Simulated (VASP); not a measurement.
Runs of VASP 6.6.1 on Al2SbP. The structure is that of space group P-4m2 (No. 115), or close to it. The cells are those of the table. 

| level | potentials or basis | cell | cutoff (eV) | second run | gap on the mesh (eV) | pressure (GPa) | largest force (eV/Å) |
| --- | --- | --- | --- | --- | --- | --- | --- |
| r2SCAN | VASP PAW PBE potentials, release 64 (P, Al, Sb) | a = 4.155, b = 4.155, c = 5.890 Å, 4 atoms | 520 | - | 0.96 | -1.9 | - |
| PBE | VASP PAW PBE potentials, release 64 (P, Al, Sb) | a = 4.140, b = 4.140, c = 5.869 Å, 4 atoms | 520 | - | (b) | (a) | 0.04 |
| PBE | VASP PAW PBE potentials, release 64 (P, Al, Sb) | a = 4.055, b = 4.055, c = 5.749 Å, 4 atoms | 520 | - | 0.59 | 4.7 | 0.14 |
| r2SCAN | VASP PAW PBE potentials, release 64 (P, Al, Sb_d_GW) | a = 4.030, b = 4.030, c = 5.714 Å, 4 atoms | 550 | valence_matched | 0.85 | 4.7 | 0.11 |
| r2SCAN | VASP PAW PBE potentials, release 64 (P, Al, Sb) | a = 4.114, b = 4.114, c = 5.833 Å, 4 atoms | 520 | - | 0.96 | 0.0 | 0.05 |

Alike in all rows: task single point; no spin polarisation; k mesh 6 × 6 × 4; smearing gaussian 0.01 eV.

Q: Estimate the missing entries.

A: (a) 0.1; (b) 0.63.

Caveats: spin-orbit coupling is left out, which moves the levels of the heavy elements; the PAW data sets were made with another functional, which shifts forces and pressure a little (some runs).

A k mesh can miss the band edges, and the runs leave out spin-orbit coupling on Sb.

The runs don't all hold the same shells in valence.
